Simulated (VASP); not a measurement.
WS2: single point with PBE

The system is WS2.

```
CELL_PARAMETERS angstrom
3.18861 0.00000 0.00000
-1.59430 2.76141 0.00000
0.00000 0.00000 15.44387
ATOMIC_POSITIONS crystal
W 0.33333 0.66667 0.25000
W 0.66667 0.33333 0.75000
S 0.33333 0.66667 0.64828
S 0.66667 0.33333 0.14828
S 0.33333 0.66667 0.85172
S 0.66667 0.33333 0.35172
```

```json
{
  "Program": "VASP 6.6.1",
  "Task": "single point",
  "Functional": "PBE",
  "Potentials or basis": "VASP PAW PBE potentials, release 64 (W_sv, S)",
  "Cutoff": "520 eV",
  "k mesh": "10 × 10 × 2",
  "Occupations": "gaussian, width 0.05 eV",
  "Spin": "collinear spin",
  "Starting moments": "[0.05, 0.05, 0.0, 0.0, 0.0, 0.0] μB"
}
```

| Item | Value |
| --- | --- |
| Pressure | -0.1 GPa |
| Band gap on the k mesh | 1.87 eV (least direct gap 2.14 eV) |
| Net moment | 0.00 μB per cell |
| Valence electrons inside the program's atomic spheres | W 11.99; S 3.72 |

Forces in eV/Å, atoms in the order of the input:
```
W    0.000  0.000  0.000
W    0.000  0.000  0.000
S    0.000  0.000 -0.003
S    0.000  0.000 -0.003
S    0.000  0.000  0.003
S    0.000  0.000  0.003
```

Levels at points of the mesh, in eV from the valence-band top:
Spin up:
| k point | band 23 | band 24 | band 25 | band 26 | band 27 | band 28 | band 29 | band 30 |
| --- | --- | --- | --- | --- | --- | --- | --- | --- |
| (0.00, 0.00, 0.00) | -1.74 | -1.74 | -0.31 | 0.00 | 2.75 | 2.75 | 2.75 | 2.75 |
| (0.50, 0.00, 0.00) | -1.40 | -1.40 | -1.05 | -1.04 | 2.71 | 2.71 | 3.14 | 3.18 |
| (0.00, 0.00, 0.50) | -1.74 | -1.74 | -0.14 | -0.14 | 2.75 | 2.75 | 2.75 | 2.75 |
| (0.50, 0.00, 0.50) | -1.40 | -1.40 | -1.04 | -1.04 | 2.71 | 2.71 | 3.16 | 3.16 |
Spin down:
```csv
k point,band 23,band 24,band 25,band 26,band 27,band 28,band 29,band 30
"(0.00, 0.00, 0.00)",-1.74,-1.74,-0.31,0.00,2.75,2.75,2.75,2.75
"(0.50, 0.00, 0.00)",-1.40,-1.40,-1.05,-1.04,2.71,2.71,3.14,3.18
"(0.00, 0.00, 0.50)",-1.74,-1.74,-0.14,-0.14,2.75,2.75,2.75,2.75
"(0.50, 0.00, 0.50)",-1.40,-1.40,-1.04,-1.04,2.71,2.71,3.16,3.16
```

Run time: 2.2 min on 1 thread of Intel(R) Xeon(R) 6975P-C (Granite Rapids) (shared host), peak memory 0.42 GiB.

Caveat: spin-orbit coupling is left out, which moves the levels of the heavy elements; this functional lacks dispersion, which binds the layers, so the pressure and a relaxed spacing across them are unreliable. A k mesh can miss the band edges.
